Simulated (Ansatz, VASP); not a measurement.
# GaN: VASP beside Ansatz

```xyz
12
Lattice="3.1826 0.0000 0.0000 -1.5913 2.7562 0.0000 0.0000 0.0000 28.6034" Properties=species:S:1:pos:R:3 pbc="T T T"
N     0.0000    1.8375    7.7350
N     1.5913    0.9187   10.1524
N     0.0000    1.8375   12.7029
N     1.5913    0.9187   15.2839
N     0.0000    1.8375   17.8674
N     1.5913    0.9187   20.4772
Ga    1.5913    0.9187    8.0759
Ga    0.0000    1.8375   10.6839
Ga    1.5913    0.9187   13.2733
Ga    0.0000    1.8375   15.8571
Ga    1.5913    0.9187   18.4433
Ga    0.0000    1.8375   21.0680
```

Alike in both runs: functional PBEsol; k mesh 9 × 9 × 1; occupations gaussian, width 0.05 eV; no spin polarisation.

Ansatz relaxed the structure, and its values are those at the end. VASP's run is a single point on that final structure, the one shown.

```csv
,VASP,Ansatz
version,VASP 6.6.1,Ansatz 0.2.0
potentials or method,"VASP PAW PBE potentials, release 64 (N, Ga_d), cutoff 520 eV","scalar-relativistic, plane waves, PAW"
valence electrons in the cell,108,108
```

Ansatz gave:

```
gap on the k mesh at the Fermi level (eV) : none
rms of the force components (eV/Å)        : 0.002
```

Task: What did VASP give for the same quantities?

Result: gap on the k mesh at the Fermi level (eV): none; rms of the force components (eV/Å): 0.007.

VASP's potentials were made for PBE, not for PBEsol. A gap of «none» marks a metal or a gap that the smearing closes.
